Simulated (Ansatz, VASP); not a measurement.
TaN: VASP beside Ansatz

Contents of POSCAR:

```
TaN
1.0
    0.0000000000      2.1879310204      2.1879310204
    2.1879310204      0.0000000000      2.1879310204
    2.1879310204      2.1879310204      0.0000000000
Ta N
1 1
Direct
    0.5000000000      0.5000000000      0.5000000000
    0.0000000000      0.0000000000      0.0000000000
```

File INCAR.step1:

```
PREC = Accurate
ENCUT = 660
ISMEAR = 0
SIGMA = 0.1
LREAL = False
LASPH = True
NELM = 120
NBANDS = 16
GGA = PE
ALGO = Normal
EDIFF = 1E-5
LWAVE = True
LCHARG = False
GGA_COMPAT = False
```

File INCAR.step2:

```
PREC = Accurate
ENCUT = 660
EDIFF = 1E-6
ISMEAR = 0
SIGMA = 0.1
LREAL = False
LASPH = True
NELM = 120
ALGO = Normal
ISIF = 2
LWAVE = False
LCHARG = False
METAGGA = R2SCAN
LMIXTAU = True
NBANDS = 16
ISTART = 1
GGA_COMPAT = False
```

Contents of KPOINTS:

```
Automatic mesh
0
Gamma
  16 16 16
```

Input for Ansatz:

```yaml
crystal:
  lattice:
    - [0.0, 2.1879310204, 2.1879310204]
    - [2.1879310204, 0.0, 2.1879310204]
    - [2.1879310204, 2.1879310204, 0.0]
  atoms:
    - { symbol: Ta, position: [0.5, 0.5, 0.5] }
    - { symbol: "N", position: [0.0, 0.0, 0.0] }
basis:
  ecutwfc: 500
kpoints:
  mp_grid: { grid: [16, 16, 16] }
  band_path:
    path:
      - [0.0, 0.0, 0.0]
      - [0.5, 0.0, 0.5]
      - [0.625, 0.25, 0.625]
      - [0.375, 0.375, 0.75]
      - [0.5, 0.5, 0.5]
      - [0.5, 0.25, 0.75]
      - [0.0, 0.0, -0.5]
    npoints: 1
hamiltonian:
  xc: r2scan
scf:
  occupations: { method: gaussian, width: 0.1 }
  n_extra_bands: 4
output:
  forces: true
  stress: true
  eigenvalues: true
```

Alike in both runs: task single point; functional r2SCAN; k mesh 16 × 16 × 16; occupations gaussian, width 0.1 eV; no spin polarisation.

```csv
,VASP,Ansatz
version,VASP 6.6.1,Ansatz 0.2.0
potentials or method,"VASP PAW PBE potentials, release 64 (Ta_sv_GW, N), cutoff 660 eV","scalar-relativistic, plane waves, PAW"
valence electrons in the cell,18,18
```

|  | VASP | Ansatz | Ansatz less VASP |
| --- | --- | --- | --- |
| gap on the k mesh at the Fermi level (eV) | none | none | - |
| pressure (GPa) | 5.1 | 5.1 | +0.02 |

VASP's potentials were made for PBE, not for r2SCAN. A gap of «none» marks a metal or a gap that the smearing closes.

Spin-orbit coupling is off throughout.
